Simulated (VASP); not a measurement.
Here is a VASP 6.6.1 calculation.

File POSCAR:

```
GaP
1.0
    0.0000000000      2.7526532803      2.7526532803
    2.7526532803      0.0000000000      2.7526532803
    2.7526532803      2.7526532803      0.0000000000
Ga P
1 1
Direct
    0.0000000000      0.0000000000      0.0000000000
    0.2500000000      0.2500000000      0.2500000000
```

INCAR.step1

```
SYSTEM = GaP
PREC     = Accurate       ! precision mode
ENCUT    = 520            ! plane-wave cutoff, eV
ISMEAR   = 0              ! smearing method
SIGMA    = 0.01           ! smearing width, eV
LREAL    = .FALSE.        ! projectors in reciprocal space
LASPH    = .TRUE.         ! aspherical terms in the spheres
NELM     = 150            ! most SCF steps
MAGMOM   = 0 0 0 0 0 0    ! initial moments
LSORBIT  = .TRUE.         ! spin-orbit coupling
GGA_COMPAT= .FALSE.      
NBANDS   = 30             ! bands
GGA      = PE             ! functional
ALGO     = Normal         ! electronic algorithm
EDIFF    = 1E-4           ! SCF threshold, eV
LWAVE    = .TRUE.         ! write WAVECAR
LCHARG   = .FALSE.        ! write CHGCAR
```

INCAR.step2

```
SYSTEM = GaP
PREC     = Accurate       ! precision mode
ENCUT    = 520            ! plane-wave cutoff, eV
EDIFF    = 1E-6           ! SCF threshold, eV
ISMEAR   = 0              ! smearing method
SIGMA    = 0.01           ! smearing width, eV
LREAL    = .FALSE.        ! projectors in reciprocal space
LASPH    = .TRUE.         ! aspherical terms in the spheres
NELM     = 150            ! most SCF steps
ALGO     = Normal         ! electronic algorithm
ISIF     = 2              ! what is computed and relaxed
LWAVE    = .FALSE.        ! write WAVECAR
LCHARG   = .FALSE.        ! write CHGCAR
MAGMOM   = 0 0 0 0 0 0    ! initial moments
LORBIT   = 11             ! projections on sites
LSORBIT  = .TRUE.         ! spin-orbit coupling
GGA_COMPAT= .FALSE.      
LORBMOM  = .TRUE.       
METAGGA  = R2SCAN         ! meta-GGA
LMIXTAU  = .TRUE.       
NBANDS   = 30             ! bands
ISTART   = 1
```

File KPOINTS:

```
Automatic mesh
0
G
  8 8 8
  0 0 0
```

Potentials or basis: VASP PAW PBE potentials, release 64 (Ga_d, P).

Run with:

```sh
$ cat potpaw_PBE.64/Ga_d/POTCAR potpaw_PBE.64/P/POTCAR > POTCAR
$ cp INCAR.step1 INCAR
$ mpirun -np 1 vasp_ncl > vasp.out
$ cp INCAR.step2 INCAR
$ mpirun -np 1 vasp_ncl > vasp.out
```

Question: Estimate the net moment.

Answer: 0.00 μB per cell.

Question: What does it give for the pressure?

Answer: -2.5 GPa.

Moments on the atoms (μB; x, y, z):
```
Ga  0.00 0.00 0.00
P   0.00 0.00 0.00
```

Caveat: the cell differs from its parent crystal (strain +1.0%); the PAW data sets were made with another functional, which shifts forces and pressure a little.
